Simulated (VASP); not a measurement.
# W: single point with PBE

Crystal: W.

```
CELL_PARAMETERS angstrom
-1.55737 1.55737 1.59730
1.55737 -1.55737 1.59730
1.55737 1.55737 -1.59730
ATOMIC_POSITIONS crystal
W 0.00000 0.00000 0.00000
```

This cell differs from its parent crystal: strain -0.025 along x and y, +0.000 along z.

```yaml
Program: VASP 6.6.1
Task: single point
Functional: PBE
Potentials_or_basis: VASP PAW PBE potentials, release 64 (W_sv)
Cutoff: 520 eV
k_mesh: 20 × 20 × 20
Occupations: fermi-dirac, width 0.4 eV
Spin: no spin polarisation
Dipole_correction: no
Further_INCAR_settings: ALGO = Fast; EDIFF = 1e-07; NBANDS = 13
```

```
Pressure               : 15.2 GPa
Band gap on the k mesh : zero (band 7 reaches 17.05 eV, above the bottom of band 8 at 10.71 eV)
```

Stress tensor (GPa, compression positive):
```
17.65  0.00  0.00
 0.00 17.65  0.00
 0.00  0.00 10.28
```

Levels at points of the mesh, in eV from the Fermi level:
| k point | band 5 | band 6 | band 7 | band 8 | band 9 | band 10 |
| --- | --- | --- | --- | --- | --- | --- |
| (0.00, 0.00, 0.00) | -9.69 | -1.29 | -1.29 | -0.95 | 2.16 | 2.62 |
| (0.50, 0.00, 0.00) | -6.35 | -3.48 | 0.77 | 2.10 | 3.30 | 6.42 |
| (0.50, 0.50, 0.00) | -6.35 | -3.83 | 0.97 | 2.62 | 3.48 | 6.50 |
| (0.50, 0.50, 0.50) | -5.98 | -5.90 | 5.35 | 5.46 | 5.46 | 8.05 |

It took 2.3 min on 1 thread of Intel(R) Xeon(R) Platinum 8175M CPU @ 2.50GHz (Skylake/Cascade Lake), on a shared host, peak memory 0.23 GiB.

Caveat: the cell differs from its parent crystal (strain -0.025 along x and y, +0.000 along z); spin-orbit coupling is left out, which moves the levels of the heavy elements.
